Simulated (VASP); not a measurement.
# AlNi (Pm-3m) in VASP: single point with r2SCAN

Aim: the single point of AlNi with r2SCAN.

Program: VASP 6.6.1. These are calculated values, not measurements. Logs are shortened: lines on timing, memory, paths and dates and some standing lists are left out, and cuts for length are marked.

**1. The cell of the first run**

Symmetry: Pm-3m, No. 221, cubic system. Conventional cell: a = 2.863 Å, b = 2.863 Å, c = 2.863 Å, α = 90.00°, β = 90.00°, γ = 90.00°. Within 3.3 Å of Al (site symmetry m-3m) lie 8 Ni at 2.48 Å and 6 Al at 2.86 Å. Within 3.3 Å of Ni (site symmetry m-3m) lie 8 Al at 2.48 Å and 6 Ni at 2.86 Å.

**2. Single point, r2SCAN**

POSCAR reads:

```
AlNi
1.0
    2.8633026806      0.0000000000      0.0000000000
    0.0000000000      2.8633026806      0.0000000000
    0.0000000000      0.0000000000      2.8633026806
Al Ni
1 1
Direct
    0.0000000000      0.0000000000      0.0000000000
    0.5000000000      0.5000000000      0.5000000000
```

INCAR.step1 reads:

```
ALGO = Normal
EDIFF = 1E-4
ENCUT = 520
GGA = PE
ISMEAR = -1
LASPH = True
LCHARG = False
LREAL = False
LWAVE = True
NBANDS = 14
NELM = 60
PREC = Accurate
SIGMA = 0.05
```

INCAR.step2 reads:

```
ALGO = Normal
EDIFF = 1E-6
ENCUT = 520
ISIF = 2
ISMEAR = -1
ISTART = 1
LASPH = True
LCHARG = False
LMIXTAU = True
LREAL = False
LWAVE = False
METAGGA = R2SCAN
NBANDS = 14
NELM = 60
PREC = Accurate
SIGMA = 0.05
```

KPOINTS reads:

```
k-points
0
Gamma
  12 12 12
```

Potentials or basis: VASP PAW PBE potentials, release 64 (Al, Ni).

On the command line:

```
> cat potpaw_PBE.64/Al/POTCAR potpaw_PBE.64/Ni/POTCAR > POTCAR
> cp INCAR.step1 INCAR
> mpirun -np 1 vasp_std > vasp.out
> cp INCAR.step2 INCAR
> mpirun -np 1 vasp_std > vasp.out
```

OUTCAR:

```text
EDIFF = 1E-6
   ENCUT = 520
   ISIF = 2
   ISMEAR = -1
   ISTART = 1
   LASPH = True
   LREAL = False
   METAGGA = R2SCAN
   NELM = 60
   PREC = Accurate

 ion  position               nearest neighbor table
   1  0.000  0.000  0.000-   2 2.48   2 2.48   2 2.48   2 2.48   2 2.48   2 2.48   2 2.48   2 2.48

   2  0.500  0.500  0.500-   1 2.48   1 2.48   1 2.48   1 2.48   1 2.48   1 2.48   1 2.48   1 2.48

  LATTYP: Found a simple cubic cell.
 ALAT       =     2.8633026806

  Lattice vectors:

 A1 = (   2.8633026806,   0.0000000000,   0.0000000000)
 A2 = (   0.0000000000,   2.8633026806,   0.0000000000)
 A3 = (   0.0000000000,   0.0000000000,   2.8633026806)

Analysis of symmetry for initial positions (statically):
=====================================================================
 Subroutine PRICEL returns:
 Original cell was already a primitive cell.

 Routine SETGRP: Setting up the symmetry group for a
 simple cubic supercell.

 Subroutine GETGRP returns: Found 48 space group operations
 (whereof 48 operations were pure point group operations)
 out of a pool of 48 trial point group operations.

The static configuration has the point symmetry O_h .

Analysis of symmetry for dynamics (positions and initial velocities):
=====================================================================
 Subroutine PRICEL returns:
 Original cell was already a primitive cell.

 Routine SETGRP: Setting up the symmetry group for a
 simple cubic supercell.

 Subroutine GETGRP returns: Found 48 space group operations
 (whereof 48 operations were pure point group operations)
 out of a pool of 48 trial point group operations.

The dynamic configuration has the point symmetry O_h .

 Subroutine INISYM returns: Found 48 space group operations
 (whereof 48 operations are pure point group operations),
 and found     1 'primitive' translations

----------------------------------------------------------------------------------------

                                     Primitive cell

  volume of cell :      23.4748

  direct lattice vectors                    reciprocal lattice vectors
     2.863302681  0.000000000  0.000000000     0.349247045  0.000000000  0.000000000
     0.000000000  2.863302681  0.000000000     0.000000000  0.349247045  0.000000000
     0.000000000  0.000000000  2.863302681     0.000000000  0.000000000  0.349247045

  length of vectors
     2.863302681  2.863302681  2.863302681     0.349247045  0.349247045  0.349247045

  position of ions in fractional coordinates (direct lattice)
     0.000000000  0.000000000  0.000000000
     0.500000000  0.500000000  0.500000000

  ion indices of the primitive-cell ions
   primitive index   ion index
                 1           1
                 2           2

----------------------------------------------------------------------------------------

 KPOINTS: k-points

Automatic generation of k-mesh.
 Grid dimensions read from file:
 generate k-points for:   12   12   12

 Generating k-lattice:

  Cartesian coordinates                     Fractional coordinates (reciprocal lattice)
     0.029103920  0.000000000  0.000000000     0.083333333  0.000000000  0.000000000
     0.000000000  0.029103920  0.000000000     0.000000000  0.083333333  0.000000000
     0.000000000  0.000000000  0.029103920     0.000000000  0.000000000  0.083333333

  Length of vectors
     0.029103920  0.029103920  0.029103920

  Shift w.r.t. Gamma in fractional coordinates (k-lattice)
     0.000000000  0.000000000  0.000000000

 Subroutine IBZKPT returns following result:
 ===========================================

 Found     84 irreducible k-points:

 Following reciprocal coordinates:
            Coordinates               Weight
  0.000000  0.000000  0.000000      1.000000
  0.083333  0.000000  0.000000      6.000000
  0.166667  0.000000  0.000000      6.000000
  0.250000  0.000000  0.000000      6.000000
  0.333333  0.000000  0.000000      6.000000
  0.416667  0.000000  0.000000      6.000000
[... 16 lines left out ...]
  0.333333  0.333333  0.000000     12.000000
  0.416667  0.333333  0.000000     24.000000
 [... further k-points ...]
   k-points           NKPTS =     84   k-points in BZ     NKDIM =     84   number of bands    NBANDS=     14
   number of dos      NEDOS =    301   number of ions     NIONS =      2
   total plane-waves  NPLWV =  13824
   dimension x,y,z NGX =    24 NGY =   24 NGZ =   24
   dimension x,y,z NGXF=    48 NGYF=   48 NGZF=   48
   ions per type =               1   1
   NGX,Y,Z   is equivalent  to a cutoff of  13.93, 13.93, 13.93 a.u.
   NGXF,Y,Z  is equivalent  to a cutoff of  27.87, 27.87, 27.87 a.u.
 SYSTEM =  unknown system
   PREC   = accura    normal or accurate (medium, high low for compatibility)
   ISTART =      1    job   : 0-new  1-cont  2-samecut
   ICHARG =      0    charge: 1-file 2-atom 10-const
   ISPIN  =      1    spin polarized calculation?
   LNONCOLLINEAR =      F non collinear calculations
   LSORBIT =      F    spin-orbit coupling
   LASPH  =      T    aspherical Exc in radial PAW
   ENCUT  =  520.0 eV  38.22 Ry    6.18 a.u.   5.32  5.32  5.32*2*pi/ulx,y,z
   NELM   =     60;   NELMIN=  2; NELMDL=  0     # of ELM steps
   EDIFF  = 0.1E-05   stopping-criterion for ELM
   LREAL  =      F    real-space projection
   EDIFFG = 0.1E-04   stopping-criterion for IOM
   NSW    =      0    number of steps for IOM
   IBRION =     -1    ionic relax: 0-MD 1-quasi-New 2-CG
   NFREE  =      0    steps in history (QN), initial steepest desc. (CG)
   ISIF   =      2    stress and relaxation
   ISYM   =      2    0-nonsym 1-usesym 2-fastsym
   POTIM  = 0.5000    time-step for ionic-motion
   TEBEG  =    0.0;   TEEND  =   0.0 temperature during run
   PSTRESS=    0.0 pullay stress
   NELECT =      13.0000    total number of electrons
   NUPDOWN=      -1.0000    fix difference up-down
   EMIN   =  10.00;   EMAX   =-10.00  energy-range for DOS
   EFERMI =   0.00;   METHOD = LEGACY
   ISMEAR =    -1;   SIGMA  =   0.05  broadening in eV -4-tet -1-fermi 0-gaus
   EFERMI_NEDOS =   21; number of points for ismear=-14 and -15
   IALGO  =     38    algorithm
   IMIX   =      4    mixing-type and parameters
     AMIX     =   0.40;   BMIX     =  1.00
     AMIX_MAG =   1.60;   BMIX_MAG =  1.00
  volume/ion in A,a.u.               =      11.74        79.21
  Fermi-wavevector in a.u.,A,eV,Ry     =   1.344380  2.540510 24.590590  1.807357
  Thomas-Fermi vector in A             =   2.472378
   LORBIT       =      0    0 simple, 1 ext, 2 COOP (PROOUT), +10 PAW based schemes
   METAGGA = R2SCAN    functional components
   LHFCALC =     F    Hartree Fock is set to
   AEXX    =    0.0000 exact exchange contribution
   IVDW    =     0    specifies the selected vdW correction
   LEPSILON=     F    determine dielectric tensor
   LRPA    =     F    only Hartree local field effects (RPA)
 non-spin polarized calculation
  energy-cutoff  :      520.00
  volume of cell :       23.47
 maximum number of plane-waves:       648
 NGX is ok and might be reduce to    24
   NGX = 11   NGY = 11   NGZ = 11

 number of electron      13.0000011 magnetization

 Free energy of the ion-electron system (eV)
  ---------------------------------------------------
  ext. energy  EPLUGINS =         0.00000000
  ---------------------------------------------------
  free energy    TOTEN  =       -20.06898907 eV

  energy without entropy =      -20.06174926  energy(sigma->0) =      -20.06536916

 E-fermi :  10.1785     XC(G=0): -13.1107

 val. band max:       10.1474816736   @ k =   0.5000   0.4167   0.3333
 cond. band min:      10.2067127547   @ k =   0.3333   0.1667   0.0000
 fundamental gap:      0.0592310811
 Fermi energy:        10.1785162677

 k-point     1 :       0.0000    0.0000    0.0000
  band No.  band energies     occupation
      1      -1.7212      2.00000
      2       6.6971      2.00000
      3       6.6971      2.00000
      4       8.4922      2.00000
      5       8.4922      2.00000
      6       8.4922      2.00000
      7      16.1084      0.00000
      8      16.1084      0.00000
      9      16.1084      0.00000
     10      18.5898      0.00000
     11      18.5898      0.00000
     12      25.5127      0.00000
     13      32.3866      0.00000
     14      32.3866      0.00000

 k-point     2 :       0.0833    0.0000    0.0000
  band No.  band energies     occupation
      1      -1.5847      2.00000
      2       6.6836      2.00000
      3       6.7303      2.00000
      4       8.4341      2.00000
      5       8.4341      2.00000
      6       8.4984      2.00000
      7      14.7333      0.00000
      8      16.2864      0.00000
      9      16.2864      0.00000
     10      18.6002      0.00000
     11      19.8559      0.00000
     12      25.9641      0.00000
     13      30.9797      0.00000
     14      30.9797      0.00000

 k-point     3 :       0.1667    0.0000    0.0000
  band No.  band energies     occupation
      1      -1.1782      2.00000
      2       6.5945      2.00000
      3       6.8223      2.00000
      4       8.2828      2.00000
      5       8.2828      2.00000
      6       8.5153      2.00000
      7      12.7397      0.00000
      8      16.7986      0.00000
      9      16.7986      0.00000
     10      18.6304      0.00000
     11      21.4775      0.00000
     12      27.3922      0.00000
     13      28.8331      0.00000
     14      28.8331      0.00000
[... 324 lines left out ...]
 k-point    23 :       0.3333    0.3333    0.0000
  band No.  band energies     occupation
      1       2.3293      2.00000
      2       6.0613      2.00000
      3       6.8340      2.00000
      4       7.6430      2.00000
      5       8.0024      2.00000
      6       8.0651      2.00000
      7      10.0713      1.79038
      8      12.5785      0.00000
      9      16.5291      0.00000
     10      20.9312      0.00000
     11      23.1786      0.00000
     12      26.0714      0.00000
     13      26.8148      0.00000
     14      27.6162      0.00000

 k-point    24 :       0.4167    0.3333    0.0000
  band No.  band energies     occupation
      1       3.2754      2.00000
      2       5.5032      2.00000
      3       7.0436      2.00000
      4       7.5782      2.00000
      5       7.9160      2.00000
      6       8.0655      2.00000
      7       9.5642      1.99999
      8      12.8562      0.00000
      9      15.0426      0.00000
     10      22.0131      0.00000
     11      23.8619      0.00000
     12      24.8158      0.00000
     13      26.9412      0.00000
     14      27.2757      0.00000

 [... further k-points ...]
[... 5 lines left out ...]
  --------------------------------------------------------------------------------------
  -------------------------------------------------------------------------------------
  Total       -0.0257908     -0.0257908     -0.0257908      0.0000000      0.0000000      0.0000000
  in kB       -1.7602500     -1.7602500     -1.7602500      0.0000000      0.0000000      0.0000000
  external PRESSURE =      -1.7602500 kB  Pullay stress =       0.0000000 kB

 VOLUME and BASIS-vectors are now :
 -----------------------------------------------------------------------------
  energy-cutoff  :      520.00
  volume of cell :       23.47
      direct lattice vectors                 reciprocal lattice vectors
     2.863302681  0.000000000  0.000000000     0.349247045  0.000000000  0.000000000
     0.000000000  2.863302681  0.000000000     0.000000000  0.349247045  0.000000000
     0.000000000  0.000000000  2.863302681     0.000000000  0.000000000  0.349247045

 POSITION                                       TOTAL-FORCE (eV/Angst)
 -----------------------------------------------------------------------------------
      0.00000      0.00000      0.00000         0.000000      0.000000      0.000000
      1.43165      1.43165      1.43165         0.000000      0.000000      0.000000
 -----------------------------------------------------------------------------------
    total drift:                                0.000000      0.000000     -0.000000

  FREE ENERGIE OF THE ION-ELECTRON SYSTEM (eV)
  ---------------------------------------------------
  free  energy   TOTEN  =       -20.0689890668 eV

  energy  without entropy=      -20.0617492553  energy(sigma->0) =      -20.06536916
```

Wall time 60 s (1 thread of Intel Xeon Platinum 8175M at 2.50GHz (Skylake/Cascade Lake), shared host); peak memory 0.16 GiB.

Results:

```yaml
Free_energy: -20.0690 eV
Pressure: -0.2 GPa
```

Levels at points of the mesh, in eV from the Fermi level:
```tsv
k point	band 3	band 4	band 5	band 6	band 7	band 8	band 9	band 10	band 11	band 12
(0.00, 0.00, 0.00)	-3.48	-1.69	-1.69	-1.69	5.93	5.93	5.93	8.41	8.41	15.33
(0.50, 0.00, 0.00)	-2.95	-2.43	-2.43	-1.59	-0.70	8.62	10.60	10.60	11.76	11.76
(0.50, 0.50, 0.00)	-3.20	-3.20	-2.26	-2.26	-1.10	1.57	2.75	13.45	15.92	15.92
(0.50, 0.50, 0.50)	-4.43	-1.07	-1.07	1.98	1.98	1.98	4.59	4.67	4.67	4.67
```

Caveat: the PAW data sets were made with another functional, which shifts forces and pressure a little. Spin polarisation is off, so any magnetic state and its effect on volume and gap are missing.
